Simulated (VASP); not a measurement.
# Ru (P6_3/mmc) in VASP: a series of runs

The runs below take Ru through single point, relaxation of cell and atoms, with PBEsol.

Program: VASP 6.6.1. These are calculated values, not measurements. Logs are shortened: lines on timing, memory, paths and dates and some standing lists are left out, and cuts for length are marked.

## (1) The cell of the first run

The structure is hexagonal, space group P6_3/mmc (No. 194). The conventional cell has a = 2.688 Å, b = 2.688 Å, c = 4.254 Å, α = 90.00°, β = 90.00°, γ = 120.00°. Within 3.5 Å of Ru (site symmetry -6m2) lie 12 Ru at 2.63 to 2.69 Å.

## (2) Single point, PBEsol

INCAR reads:

```
PREC     = Accurate       # precision mode
ENCUT    = 520            # plane-wave cutoff, eV
EDIFF    = 1E-6           # SCF threshold, eV
ISMEAR   = -1             # smearing method
SIGMA    = 0.05           # smearing width, eV
LREAL    = F              # projectors in reciprocal space
LASPH    = T              # aspherical terms in the spheres
NELM     = 80             # most SCF steps
ALGO     = Normal         # electronic algorithm
ISIF     = 2              # what is computed and relaxed
LWAVE    = F              # write WAVECAR
LCHARG   = F              # write CHGCAR
GGA      = PS             # functional
NBANDS   = 21             # bands
```

KPOINTS reads:

```
Automatic mesh
0
Gamma
  9 9 5
```

POSCAR reads:

```
Ru
1.0
    2.6881122275      0.0000000000      0.0000000000
   -1.3440561138      2.3279734772      0.0000000000
    0.0000000000      0.0000000000      4.2542855931
Ru
2
Direct
    0.3333333333      0.6666666667      0.2500000000
    0.6666666667      0.3333333333      0.7500000000
```

Potentials or basis: VASP PAW PBE potentials, release 64 (Ru_pv).

Run with:

```bash
$ cat potpaw_PBE.64/Ru_pv/POTCAR > POTCAR
$ mpirun -np 1 vasp_std > vasp.out
```

OUTCAR:

```text
PREC = Accurate
   ENCUT = 520
   EDIFF = 1E-6
   ISMEAR = -1
   LREAL = F
   LASPH = T
   NELM = 80
   ISIF = 2
   GGA = PS

 ion  position               nearest neighbor table
   1  0.333  0.667  0.250-   2 2.63   2 2.63   2 2.63   2 2.63   2 2.63   2 2.63
   2  0.667  0.333  0.750-   1 2.63   1 2.63   1 2.63   1 2.63   1 2.63   1 2.63

  LATTYP: Found a hexagonal cell.
 ALAT       =     2.6881122275
 C/A-ratio  =     1.5826294563

  Lattice vectors:

 A1 = (   2.6881122275,   0.0000000000,   0.0000000000)
 A2 = (  -1.3440561138,   2.3279734772,   0.0000000000)
 A3 = (   0.0000000000,   0.0000000000,   4.2542855931)

Analysis of symmetry for initial positions (statically):
=====================================================================
 Subroutine PRICEL returns:
 Original cell was already a primitive cell.

 Routine SETGRP: Setting up the symmetry group for a
 hexagonal supercell.

 Subroutine GETGRP returns: Found 24 space group operations
 (whereof 12 operations were pure point group operations)
 out of a pool of 24 trial point group operations.

The static configuration has the point symmetry D_3d.
 The point group associated with its full space group is D_6h.

Analysis of symmetry for dynamics (positions and initial velocities):
=====================================================================
 Subroutine PRICEL returns:
 Original cell was already a primitive cell.

 Routine SETGRP: Setting up the symmetry group for a
 hexagonal supercell.

 Subroutine GETGRP returns: Found 24 space group operations
 (whereof 12 operations were pure point group operations)
 out of a pool of 24 trial point group operations.

The dynamic configuration has the point symmetry D_3d.
 The point group associated with its full space group is D_6h.

 Subroutine INISYM returns: Found 24 space group operations
 (whereof 12 operations are pure point group operations),
 and found     1 'primitive' translations

----------------------------------------------------------------------------------------

                                     Primitive cell

  volume of cell :      26.6227

  direct lattice vectors                    reciprocal lattice vectors
     2.688112228  0.000000000  0.000000000     0.372008278  0.214779079  0.000000000
    -1.344056114  2.327973477  0.000000000     0.000000000  0.429558159  0.000000000
     0.000000000  0.000000000  4.254285593     0.000000000  0.000000000  0.235057092

  length of vectors
     2.688112228  2.688112227  4.254285593     0.429558159  0.429558159  0.235057092

  position of ions in fractional coordinates (direct lattice)
     0.333333333  0.666666667  0.250000000
     0.666666667  0.333333333  0.750000000

  ion indices of the primitive-cell ions
   primitive index   ion index
                 1           1
                 2           2

----------------------------------------------------------------------------------------

 KPOINTS: Automatic mesh

Automatic generation of k-mesh.
 Grid dimensions read from file:
 generate k-points for:    9    9    5

 Generating k-lattice:

  Cartesian coordinates                     Fractional coordinates (reciprocal lattice)
     0.041334253  0.023864342  0.000000000     0.111111111  0.000000000  0.000000000
     0.000000000  0.047728684  0.000000000     0.000000000  0.111111111  0.000000000
     0.000000000  0.000000000  0.047011418     0.000000000  0.000000000  0.200000000

  Length of vectors
     0.047728684  0.047728684  0.047011418

  Shift w.r.t. Gamma in fractional coordinates (k-lattice)
     0.000000000  0.000000000  0.000000000

 Subroutine IBZKPT returns following result:
 ===========================================

 Found     36 irreducible k-points:

 Following reciprocal coordinates:
            Coordinates               Weight
  0.000000  0.000000  0.000000      1.000000
  0.111111  0.000000  0.000000      6.000000
  0.222222  0.000000  0.000000      6.000000
  0.333333  0.000000  0.000000      6.000000
  0.444444  0.000000  0.000000      6.000000
  0.111111  0.111111  0.000000      6.000000
[... 16 lines left out ...]
  0.333333  0.222222  0.200000     24.000000
  0.333333  0.333333  0.200000      4.000000
 [... further k-points ...]
   k-points           NKPTS =     36   k-points in BZ     NKDIM =     36   number of bands    NBANDS=     21
   number of dos      NEDOS =    301   number of ions     NIONS =      2
   total plane-waves  NPLWV =  12800
   dimension x,y,z NGX =    20 NGY =   20 NGZ =   32
   dimension x,y,z NGXF=    40 NGYF=   40 NGZF=   64
   ions per type =               2
   NGX,Y,Z   is equivalent  to a cutoff of  12.37, 12.37, 12.50 a.u.
   NGXF,Y,Z  is equivalent  to a cutoff of  24.74, 24.74, 25.01 a.u.
 SYSTEM =  unknown system
   PREC   = accura    normal or accurate (medium, high low for compatibility)
   ISTART =      0    job   : 0-new  1-cont  2-samecut
   ICHARG =      2    charge: 1-file 2-atom 10-const
   ISPIN  =      1    spin polarized calculation?
   LNONCOLLINEAR =      F non collinear calculations
   LSORBIT =      F    spin-orbit coupling
   LASPH  =      T    aspherical Exc in radial PAW
   ENCUT  =  520.0 eV  38.22 Ry    6.18 a.u.   5.00  5.00  7.91*2*pi/ulx,y,z
   NELM   =     80;   NELMIN=  2; NELMDL= -5     # of ELM steps
   EDIFF  = 0.1E-05   stopping-criterion for ELM
   LREAL  =      F    real-space projection
   EDIFFG = 0.1E-04   stopping-criterion for IOM
   NSW    =      0    number of steps for IOM
   IBRION =     -1    ionic relax: 0-MD 1-quasi-New 2-CG
   NFREE  =      0    steps in history (QN), initial steepest desc. (CG)
   ISIF   =      2    stress and relaxation
   ISYM   =      2    0-nonsym 1-usesym 2-fastsym
   POTIM  = 0.5000    time-step for ionic-motion
   TEBEG  =    0.0;   TEEND  =   0.0 temperature during run
   PSTRESS=    0.0 pullay stress
   NELECT =      28.0000    total number of electrons
   NUPDOWN=      -1.0000    fix difference up-down
   EMIN   =  10.00;   EMAX   =-10.00  energy-range for DOS
   EFERMI =   0.00;   METHOD = LEGACY
   ISMEAR =    -1;   SIGMA  =   0.05  broadening in eV -4-tet -1-fermi 0-gaus
   EFERMI_NEDOS =   21; number of points for ismear=-14 and -15
   IALGO  =     38    algorithm
   IMIX   =      4    mixing-type and parameters
     AMIX     =   0.40;   BMIX     =  1.00
     AMIX_MAG =   1.60;   BMIX_MAG =  1.00
  volume/ion in A,a.u.               =      13.31        89.83
  Fermi-wavevector in a.u.,A,eV,Ry     =   1.664857  3.146123 37.711912  2.771747
  Thomas-Fermi vector in A             =   2.751328
   LORBIT       =      0    0 simple, 1 ext, 2 COOP (PROOUT), +10 PAW based schemes
   GGA     = PS    functional components
   LHFCALC =     F    Hartree Fock is set to
   AEXX    =    0.0000 exact exchange contribution
   IVDW    =     0    specifies the selected vdW correction
   LEPSILON=     F    determine dielectric tensor
   LRPA    =     F    only Hartree local field effects (RPA)
 non-spin polarized calculation
  energy-cutoff  :      520.00
  volume of cell :       26.62
 maximum number of plane-waves:       744
 NGX is ok and might be reduce to    20
   NGX =  9   NGY =  9   NGZ = 15

 number of electron      27.9999997 magnetization

 Free energy of the ion-electron system (eV)
  ---------------------------------------------------
  ext. energy  EPLUGINS =         0.00000000
  ---------------------------------------------------
  free energy    TOTEN  =       -20.37473462 eV

  energy without entropy =      -20.36240806  energy(sigma->0) =      -20.36857134

 E-fermi :  13.1619     XC(G=0): -14.4050

 val. band max:       13.1519307921   @ k =   0.1111   0.1111   0.4000
 cond. band min:      13.1751913950   @ k =   0.0000   0.0000   0.4000
 fundamental gap:      0.0232606028
 Fermi energy:        13.1618838808

 k-point     1 :       0.0000    0.0000    0.0000
  band No.  band energies     occupation
      1     -30.6135      2.00000
      2     -29.6312      2.00000
      3     -29.6312      2.00000
      4     -29.4497      2.00000
      5     -29.4497      2.00000
      6     -29.3869      2.00000
[... 13 lines left out ...]
     20      23.2988      0.00000
     21      23.6145      0.00000

 k-point     2 :       0.1111    0.0000    0.0000
  band No.  band energies     occupation
      1     -30.5689      2.00000
      2     -29.7254      2.00000
      3     -29.6627      2.00000
      4     -29.5476      2.00000
      5     -29.4627      2.00000
      6     -29.4078      2.00000
[... 13 lines left out ...]
     20      23.2988      0.00000
     21      23.5480      0.00000

 k-point     3 :       0.2222    0.0000    0.0000
  band No.  band energies     occupation
      1     -30.4457      2.00000
      2     -29.9642      2.00000
      3     -29.7868      2.00000
      4     -29.7387      2.00000
      5     -29.4988      2.00000
      6     -29.4707      2.00000
[... 13 lines left out ...]
     20      23.2985      0.00000
     21      23.3853      0.00000

 k-point     4 :       0.3333    0.0000    0.0000
  band No.  band energies     occupation
      1     -30.2760      2.00000
      2     -30.2351      2.00000
      3     -30.0454      2.00000
      4     -29.8207      2.00000
      5     -29.5713      2.00000
      6     -29.5431      2.00000
[... 13 lines left out ...]
     20      23.2970      0.00000
     21      23.3079      0.00000

 k-point     5 :       0.4444    0.0000    0.0000
  band No.  band energies     occupation
      1     -30.4108      2.00000
      2     -30.2076      2.00000
      3     -30.1239      2.00000
      4     -29.8724      2.00000
      5     -29.6780      2.00000
      6     -29.5732      2.00000
[... 13 lines left out ...]
     20      23.2968      0.00000
     21      24.0883      0.00000
[... 382 lines left out ...]
     20      23.2929      0.00000
     21      24.2713      0.00000

 k-point    22 :       0.2222    0.2222    0.2000
  band No.  band energies     occupation
      1     -30.3308      2.00000
      2     -30.2363      2.00000
      3     -29.9583      2.00000
      4     -29.9208      2.00000
      5     -29.7168      2.00000
      6     -29.5892      2.00000
[... 13 lines left out ...]
     20      23.2969      0.00000
     21      24.8743      0.00000

 k-point    23 :       0.3333    0.2222    0.2000
  band No.  band energies     occupation
      1     -30.3656      2.00000
      2     -30.2589      2.00000
      3     -30.0763      2.00000
      4     -29.8768      2.00000
      5     -29.8036      2.00000
      6     -29.6609      2.00000
[... 13 lines left out ...]
     20      23.2922      0.00000
     21      23.6410      0.00000

 k-point    24 :       0.3333    0.3333    0.2000
  band No.  band energies     occupation
      1     -30.2506      2.00000
      2     -30.2310      2.00000
      3     -30.2310      2.00000
      4     -29.9344      2.00000
      5     -29.7498      2.00000
      6     -29.7498      2.00000
[... 13 lines left out ...]
     20      23.2989      0.00000
     21      23.2989      0.00000

 [... further k-points ...]
[... 5 lines left out ...]
  --------------------------------------------------------------------------------------
  -------------------------------------------------------------------------------------
  Total       -0.0110743     -0.0110743     -0.0074854      0.0000000      0.0000000     -0.0000000
  in kB       -0.6664629     -0.6664629     -0.4504801      0.0000000      0.0000000     -0.0000000
  external PRESSURE =      -0.5944686 kB  Pullay stress =       0.0000000 kB

 VOLUME and BASIS-vectors are now :
 -----------------------------------------------------------------------------
  energy-cutoff  :      520.00
  volume of cell :       26.62
      direct lattice vectors                 reciprocal lattice vectors
     2.688112228  0.000000000  0.000000000     0.372008278  0.214779079  0.000000000
    -1.344056114  2.327973477  0.000000000     0.000000000  0.429558159  0.000000000
     0.000000000  0.000000000  4.254285593     0.000000000  0.000000000  0.235057092

 POSITION                                       TOTAL-FORCE (eV/Angst)
 -----------------------------------------------------------------------------------
     -0.00000      1.55198      1.06357        -0.000000      0.000000      0.000000
      1.34406      0.77599      3.19071         0.000000     -0.000000      0.000000
 -----------------------------------------------------------------------------------
    total drift:                               -0.000000      0.000000     -0.000000

  FREE ENERGIE OF THE ION-ELECTRON SYSTEM (eV)
  ---------------------------------------------------
  free  energy   TOTEN  =       -20.3747346222 eV

  energy  without entropy=      -20.3624080645  energy(sigma->0) =      -20.36857134
```

Wall time 12 s (1 thread of Intel Xeon Platinum 8124M at 3.00GHz (Skylake/Cascade Lake), shared host); peak memory 0.14 GiB.

What came out:

```yaml
Free_energy: -20.3747 eV
Pressure: -0.1 GPa
Band_gap_on_the_k_mesh: zero (band 14 reaches 14.57 eV, above the bottom of band 15 at 11.42 eV)
```

Caveat: the PAW data sets were made with another functional, which shifts forces and pressure a little.

## (3) Relaxation of cell and atoms, PBEsol

This run uses another cell than the first one, of 13.57 Å³/atom, 1.020 times its volume.

INCAR reads:

```
PREC = Accurate
ENCUT = 600
EDIFF = 1E-6
ISMEAR = -1
SIGMA = 0.05
LREAL = F
LASPH = T
NELM = 80
ALGO = Normal
ISIF = 3
LWAVE = F
LCHARG = F
GGA = PS
IBRION = 2
NSW = 80
EDIFFG = -0.01
```

KPOINTS is that of step 2.

POSCAR reads:

```
Ru
1.0
    2.7058000000      0.0000000000      0.0000000000
   -1.3529000000      2.3432915400      0.0000000000
    0.0000000000      0.0000000000      4.2819000000
Ru
2
Direct
    0.3333333300      0.6666666700      0.2500000000
    0.6666666700      0.3333333300      0.7500000000
```

Potentials or basis: VASP PAW PBE potentials, release 64 (Ru_pv).

Run with:

```bash
$ cat potpaw_PBE.64/Ru_pv/POTCAR > POTCAR
$ mpirun -np 1 vasp_std > vasp.out
```

It took 48 s on 1 thread of Intel Xeon Platinum 8124M at 3.00GHz (Skylake/Cascade Lake), shared host; peak memory 0.16 GiB.

The run converged. Its results:

* Free energy: -20.3759 eV
* Relaxed volume: 13.31 Å³/atom
* Relaxed cell: a = 2.688 Å, b = 2.688 Å, c = 4.254 Å, α = 90.00°, β = 90.00°, γ = 120.00°
* Space group after relaxing (to 0.05 Å): P6_3/mmc (No. 194)
* Energy gained by relaxing: 5.6 meV/atom
* Ionic steps: 6
* Pressure after relaxing: -0.1 GPa
* Band gap on the k mesh: zero (band 14 reaches 14.57 eV, above the bottom of band 15 at 11.42 eV)

The path:
| step | energy change (eV) | largest force (eV/Å) | pressure (GPa) | volume (Å³) |
| --- | --- | --- | --- | --- |
| 1 | 0.0000 | 0.0000 | -6.58 | 27.15 |
| 2 | 0.1082 | 0.0000 | 25.37 | 25.02 |
| 3 | -0.0111 | 0.0000 | -0.26 | 26.63 |
| 4 | -0.0111 | 0.0000 | 0.06 | 26.62 |
| 5 | -0.0111 | 0.0000 | -0.23 | 26.63 |
| 6 | -0.0111 | 0.0000 | -0.09 | 26.62 |

Final structure:
```cif
data_structure
_symmetry_space_group_name_H-M 'P 1'
_symmetry_Int_Tables_number 1
_cell_length_a 2.6882
_cell_length_b 2.6882
_cell_length_c 4.2541
_cell_angle_alpha 90.000
_cell_angle_beta 90.000
_cell_angle_gamma 120.000
_cell_volume 26.62
loop_
_atom_site_label
_atom_site_type_symbol
_atom_site_fract_x
_atom_site_fract_y
_atom_site_fract_z
_atom_site_occupancy
Ru1 Ru 0.33333 0.66667 0.25000 1
Ru2 Ru 0.66667 0.33333 0.75000 1
```

Levels at points of the mesh, in eV from the Fermi level:
```
           k point  band 12  band 13  band 14  band 15  band 16  band 17
(0.00, 0.00, 0.00)    -2.09    -2.09    -1.53    -1.53     1.13     1.13
```

Caveat: the PAW data sets were made with another functional, which shifts forces and pressure a little.
